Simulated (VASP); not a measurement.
# Ge (Fm-3m) in VASP: single point with LDA

Aim: the single point of Ge with LDA.

Everything below comes from runs of VASP 6.6.1. Logs are shortened: lines on timing, memory, paths and dates and some standing lists are left out, and cuts for length are marked.

## Step 1: The cell of the first run

It takes space group Fm-3m (No. 225, cubic). Conventional cell: a = 8.194 Å, b = 8.194 Å, c = 8.194 Å, α = 90.00°, β = 90.00°, γ = 90.00°.

## Step 2: Single point, LDA

Input file INCAR:

```
ALGO     = Normal         # electronic algorithm
EDIFF    = 1E-6           # SCF threshold, eV
ENCUT    = 520            # plane-wave cutoff, eV
ISIF     = 2              # what is computed and relaxed
ISMEAR   = -1             # smearing method
LASPH    = T              # aspherical terms in the spheres
LCHARG   = F              # write CHGCAR
LREAL    = F              # projectors in reciprocal space
LWAVE    = F              # write WAVECAR
NBANDS   = 13             # bands
NELM     = 100            # most SCF steps
PREC     = Accurate       # precision mode
SIGMA    = 0.1            # smearing width, eV
```

Input file KPOINTS:

```
k-points
0
Gamma
  5 5 5
```

Input file POSCAR:

```
Ge
1.0
    0.0000000000      4.0967600000      4.0967600000
    4.0967600000      0.0000000000      4.0967600000
    4.0967600000      4.0967600000      0.0000000000
Ge
1
Direct
    0.0000000000      0.0000000000      0.0000000000
```

Potentials or basis: VASP PAW LDA potentials, release 64 (Ge_d).

Run with:

```console
$ cat potpaw_LDA.64/Ge_d/POTCAR > POTCAR
$ mpirun -np 1 vasp_std > vasp.out
```

OUTCAR:

```text
EDIFF = 1E-6
   ENCUT = 520
   ISIF = 2
   ISMEAR = -1
   LASPH = T
   LREAL = F
   NELM = 100
   PREC = Accurate

 ion  position               nearest neighbor table
   1  0.000  0.000  0.000-

  LATTYP: Found a face centered cubic cell.
 ALAT       =     8.1935200000

  Lattice vectors:

 A1 = (   0.0000000000,   4.0967600000,   4.0967600000)
 A2 = (   4.0967600000,   0.0000000000,   4.0967600000)
 A3 = (   4.0967600000,   4.0967600000,   0.0000000000)

Analysis of symmetry for initial positions (statically):
=====================================================================
 Subroutine PRICEL returns:
 Original cell was already a primitive cell.

 Routine SETGRP: Setting up the symmetry group for a
 face centered cubic supercell.

 Subroutine GETGRP returns: Found 48 space group operations
 (whereof 48 operations were pure point group operations)
 out of a pool of 48 trial point group operations.

The static configuration has the point symmetry O_h .

Analysis of symmetry for dynamics (positions and initial velocities):
=====================================================================
 Subroutine PRICEL returns:
 Original cell was already a primitive cell.

 Routine SETGRP: Setting up the symmetry group for a
 face centered cubic supercell.

 Subroutine GETGRP returns: Found 48 space group operations
 (whereof 48 operations were pure point group operations)
 out of a pool of 48 trial point group operations.

The dynamic configuration has the point symmetry O_h .

 Subroutine INISYM returns: Found 48 space group operations
 (whereof 48 operations are pure point group operations),
 and found     1 'primitive' translations

----------------------------------------------------------------------------------------

                                     Primitive cell

  volume of cell :     137.5155

  direct lattice vectors                    reciprocal lattice vectors
     0.000000000  4.096760000  4.096760000    -0.122047667  0.122047667  0.122047667
     4.096760000  0.000000000  4.096760000     0.122047667 -0.122047667  0.122047667
     4.096760000  4.096760000  0.000000000     0.122047667  0.122047667 -0.122047667

  length of vectors
     5.793693554  5.793693554  5.793693554     0.211392760  0.211392760  0.211392760

  position of ions in fractional coordinates (direct lattice)
     0.000000000  0.000000000  0.000000000

  ion indices of the primitive-cell ions
   primitive index   ion index
                 1           1

----------------------------------------------------------------------------------------

[... 64 lines left out ...]
   PSTRESS=    0.0 pullay stress
   NELECT =      14.0000    total number of electrons
   NUPDOWN=      -1.0000    fix difference up-down
   EMIN   =  10.00;   EMAX   =-10.00  energy-range for DOS
   EFERMI =   0.00;   METHOD = LEGACY
   ISMEAR =    -1;   SIGMA  =   0.10  broadening in eV -4-tet -1-fermi 0-gaus
   EFERMI_NEDOS =   21; number of points for ismear=-14 and -15
   IALGO  =     38    algorithm
   IMIX   =      4    mixing-type and parameters
     AMIX     =   0.40;   BMIX     =  1.00
     AMIX_MAG =   1.60;   BMIX_MAG =  1.00
  volume/ion in A,a.u.               =     137.52       928.00
  Fermi-wavevector in a.u.,A,eV,Ry     =   0.764423  1.444550  7.950459  0.584342
  Thomas-Fermi vector in A             =   1.864321
   LORBIT       =      0    0 simple, 1 ext, 2 COOP (PROOUT), +10 PAW based schemes
   GGA     = CA    functional components
   LHFCALC =     F    Hartree Fock is set to
   AEXX    =    0.0000 exact exchange contribution
   IVDW    =     0    specifies the selected vdW correction
   LEPSILON=     F    determine dielectric tensor
   LRPA    =     F    only Hartree local field effects (RPA)
 non-spin polarized calculation
  energy-cutoff  :      520.00
  volume of cell :      137.52
 maximum number of plane-waves:      3727
 NGX is ok and might be reduce to    48
   NGX = 21   NGY = 21   NGZ = 21

 number of electron      14.0000008 magnetization

 Free energy of the ion-electron system (eV)
  ---------------------------------------------------
  ext. energy  EPLUGINS =         0.00000000
  ---------------------------------------------------
  free energy    TOTEN  =        -0.73347387 eV

  energy without entropy =       -0.54285478  energy(sigma->0) =       -0.63816433

 E-fermi :  -2.7690     XC(G=0):  -4.4340

 val. band max:       -2.8616246320   @ k =  -0.2000   0.2000   0.0000
 cond. band min:      -2.7193282494   @ k =  -0.4000   0.4000   0.2000
 fundamental gap:      0.1422963825
 Fermi energy:        -2.7689763892

 k-point     1 :       0.0000    0.0000    0.0000
  band No.  band energies     occupation
      1     -28.4352      2.00000
      2     -28.4352      2.00000
      3     -28.4351      2.00000
      4     -28.4351      2.00000
      5     -28.4351      2.00000
      6     -10.6520      2.00000
      7      -2.2863      0.01590
      8      -2.2863      0.01590
      9      -2.2863      0.01590
     10      -0.1382      0.00000
     11       3.8721      0.00000
     12       3.8721      0.00000
     13       3.8721      0.00000
[... 130 lines left out ...]
  band No.  band energies     occupation
      1     -28.4352      2.00000
      2     -28.4352      2.00000
      3     -28.4351      2.00000
      4     -28.4351      2.00000
      5     -28.4351      2.00000
      6     -10.5791      2.00000
      7      -2.9262      1.65612
      8      -2.7193      0.75674
      9      -2.5305      0.16861
     10       1.9969      0.00000
     11       2.6462      0.00000
     12       2.6998      0.00000
     13       3.9716      0.00000

------------------------ aborting loop because EDIFF is reached ----------------------------------------

  FORCE on cell =-STRESS in cart. coord.  units (eV):
  Direction    XX          YY          ZZ          XY          YZ          ZX
  --------------------------------------------------------------------------------------
  -------------------------------------------------------------------------------------
  Total       -1.0308367     -1.0308367     -1.0308367     -0.0000000      0.0000000      0.0000000
  in kB      -12.0101626    -12.0101626    -12.0101626     -0.0000000      0.0000000      0.0000000
  external PRESSURE =     -12.0101626 kB  Pullay stress =       0.0000000 kB

 VOLUME and BASIS-vectors are now :
 -----------------------------------------------------------------------------
  energy-cutoff  :      520.00
  volume of cell :      137.52
      direct lattice vectors                 reciprocal lattice vectors
     0.000000000  4.096760000  4.096760000    -0.122047667  0.122047667  0.122047667
     4.096760000  0.000000000  4.096760000     0.122047667 -0.122047667  0.122047667
     4.096760000  4.096760000  0.000000000     0.122047667  0.122047667 -0.122047667

 POSITION                                       TOTAL-FORCE (eV/Angst)
 -----------------------------------------------------------------------------------
      0.00000      0.00000      0.00000         0.000000      0.000000      0.000000
 -----------------------------------------------------------------------------------
    total drift:                               -0.000000      0.000000      0.000000

  FREE ENERGIE OF THE ION-ELECTRON SYSTEM (eV)
  ---------------------------------------------------
  free  energy   TOTEN  =        -0.7334738707 eV

  energy  without entropy=       -0.5428547849  energy(sigma->0) =       -0.63816433
```

Wall time 24 s (1 thread of AMD EPYC 7R13, shared host); peak memory 0.23 GiB.

Results:

| Item | Value |
| --- | --- |
| Free energy | -0.7335 eV |
| Pressure | -1.2 GPa |
| Band gap on the k mesh | zero (band 7 reaches -2.29 eV, above the bottom of band 8 at -2.72 eV) |
